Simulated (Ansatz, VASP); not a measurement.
**One calculation of CaMnC4N4, two programs**

Contents of INCAR:

```
SYSTEM = CaMnC4N4
ALGO = Normal
EDIFF = 1E-6
ENCUT = 520
GGA = PE
ISIF = 2
ISMEAR = 0
ISPIN = 2
LASPH = .True.
LCHARG = .False.
LMAXMIX = 4
LORBIT = 11
LREAL = .False.
LWAVE = .False.
MAGMOM = 0 4 0 0 0 0 0 0 0 0
NBANDS = 44
NELM = 150
PREC = Accurate
SIGMA = 0.1
```

Contents of KPOINTS:

```
k-points
0
Gamma
  4 4 4
  0 0 0
```

File POSCAR:

```
CaMnC4N4
1.0
    6.1268410600      0.0000000000      0.0000000000
    0.0000000000      6.1268410600      0.0000000000
    0.0000000000      0.0000000000      6.1268410600
Ca Mn C N
1 1 4 4
Direct
    0.0000000000      0.0000000000      0.0000000000
    0.5000000000      0.5000000000      0.5000000000
    0.1984545800      0.1984545800      0.1984545800
    0.1984545800      0.8015454200      0.8015454200
    0.8015454200      0.1984545800      0.8015454200
    0.8015454200      0.8015454200      0.1984545800
    0.3087071200      0.3087071200      0.3087071200
    0.3087071200      0.6912928800      0.6912928800
    0.6912928800      0.3087071200      0.6912928800
    0.6912928800      0.6912928800      0.3087071200
```

Input for Ansatz:

```yaml
crystal:
  lattice:
    - [6.12684106, 0.0, 0.0]
    - [0.0, 6.12684106, 0.0]
    - [0.0, 0.0, 6.12684106]
  atoms:
    - { symbol: Ca, position: [0.0, 0.0, 0.0] }
    - { symbol: Mn, position: [0.5, 0.5, 0.5], spin: 4.0 }
    - { symbol: C, position: [0.19845458, 0.19845458, 0.19845458] }
    - { symbol: C, position: [0.19845458, 0.80154542, 0.80154542] }
    - { symbol: C, position: [0.80154542, 0.19845458, 0.80154542] }
    - { symbol: C, position: [0.80154542, 0.80154542, 0.19845458] }
    - { symbol: "N", position: [0.30870712, 0.30870712, 0.30870712] }
    - { symbol: "N", position: [0.30870712, 0.69129288, 0.69129288] }
    - { symbol: "N", position: [0.69129288, 0.30870712, 0.69129288] }
    - { symbol: "N", position: [0.69129288, 0.69129288, 0.30870712] }
basis:
  ecutwfc: 420
kpoints:
  mp_grid: { grid: [4, 4, 4] }
hamiltonian:
  xc: pbe
scf:
  occupations: { method: gaussian, width: 0.1 }
  lower_state_search: "off"
output:
  forces: true
  stress: true
  eigenvalues: true
  populations: true
magnetization:
  spin_polarized: true
```

Alike in both runs: task single point; functional PBE; k mesh 4 × 4 × 4; occupations gaussian, width 0.1 eV; collinear spin.

|  | VASP | Ansatz |
| --- | --- | --- |
| version | VASP 6.6.1 | Ansatz 0.2.0 |
| potentials or method | VASP PAW PBE potentials, release 64 (Ca_sv, Mn_pv, C, N), cutoff 520 eV | scalar-relativistic, plane waves, PAW |
| valence electrons in the cell | 59 | 61 |

VASP gave:

- gap on the k mesh at the Fermi level (eV): 2.38
- least direct gap on the mesh (eV): 2.40
- pressure (GPa): 9.0
- rms of the force components (eV/Å): 1.378
- net moment per atom (μB): 0.50
- size of the moment on the site where the two differ most (μB): 4.29

**Question.** Estimate Ansatz's values.

**Answer.** gap on the k mesh at the Fermi level (eV): 2.38; least direct gap on the mesh (eV): 2.40; pressure (GPa): 8.6; rms of the force components (eV/Å): 1.490; net moment per atom (μB): 0.50; size of the moment on the site where the two differ most (μB): 3.81.

Site moments also hang on the region over which each program counts them. Atom by atom the forces differ by 0.181 eV/Å (rms over components). VASP's potentials hold 59 valence electrons a cell and Ansatz's 61, so a difference there can come from the potentials and not from the codes.

Noted on VASP's run: the standard files for N, O and F lose accuracy on very short bonds.
